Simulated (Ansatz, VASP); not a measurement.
**Cu: VASP beside Ansatz**

File POSCAR:

```
Cu
1.0
    0.0000000000      2.6245551417      2.6245551417
    2.6245551417      0.0000000000      2.6245551417
    2.6245551417      2.6245551417      0.0000000000
Cu
2
Direct
    0.1250000000      0.1250000000      0.1250000000
    0.8750000000      0.8750000000      0.8750000000
```

Contents of INCAR.step1:

```
ALGO = Normal
EDIFF = 1E-5
ENCUT = 660
GGA = PE
GGA_COMPAT = False
ISMEAR = -1
LASPH = True
LCHARG = False
LREAL = False
LWAVE = True
NBANDS = 18
NELM = 120
PREC = Accurate
SIGMA = 0.1
```

File INCAR.step2:

```
ALGO = Normal
EDIFF = 1E-6
ENCUT = 660
GGA_COMPAT = False
ISIF = 2
ISMEAR = -1
ISTART = 1
LASPH = True
LCHARG = True
LELF = True
LMIXTAU = True
LREAL = False
LVHAR = True
LWAVE = False
METAGGA = R2SCAN
NBANDS = 18
NELM = 120
PREC = Accurate
SIGMA = 0.1
```

KPOINTS

```
k-points
0
Gamma
  12 12 12
```

Input for Ansatz:

```yaml
crystal:
  lattice:
    - [0.0, 2.6245551417, 2.6245551417]
    - [2.6245551417, 0.0, 2.6245551417]
    - [2.6245551417, 2.6245551417, 0.0]
  atoms:
    - { symbol: Cu, position: [0.125, 0.125, 0.125] }
    - { symbol: Cu, position: [0.875, 0.875, 0.875] }
hamiltonian:
  xc: r2scan
  pseudopotentials:
    kind: paw
    azcp:
      Cu: "pseudopotentials/Cu.paw.azcp"
basis:
  ecutwfc: 500
  fft_grid_basis: typed
kpoints:
  mp_grid: { grid: [12, 12, 12], shift: [0, 0, 0] }
magnetization:
  spin_polarized: false
scf:
  occupations: { method: fermi_dirac, width: 0.1 }
  lower_state_search: "off"
output:
  stress: true
```

Alike in both runs: task single point; functional r2SCAN; k mesh 12 × 12 × 12; occupations fermi-dirac, width 0.1 eV; no spin polarisation.

|  | VASP | Ansatz |
| --- | --- | --- |
| version | VASP 6.6.1 | Ansatz 0.2.0 |
| potentials or method | VASP PAW PBE potentials, release 64 (Cu), cutoff 660 eV | plane waves (500 eV) with PAW, scalar-relativistic |
| valence electrons in the cell | 22 | 38 |

```csv
,VASP,Ansatz,Ansatz less VASP
pressure (GPa),0.3,0.0,-0.29
```

VASP's potentials were made for PBE, not for r2SCAN. With one functional, cell and mesh, what is left measures potentials, basis and numerics. VASP's potentials hold 22 valence electrons a cell and Ansatz's 38, so a difference there can come from the potentials and not from the codes.
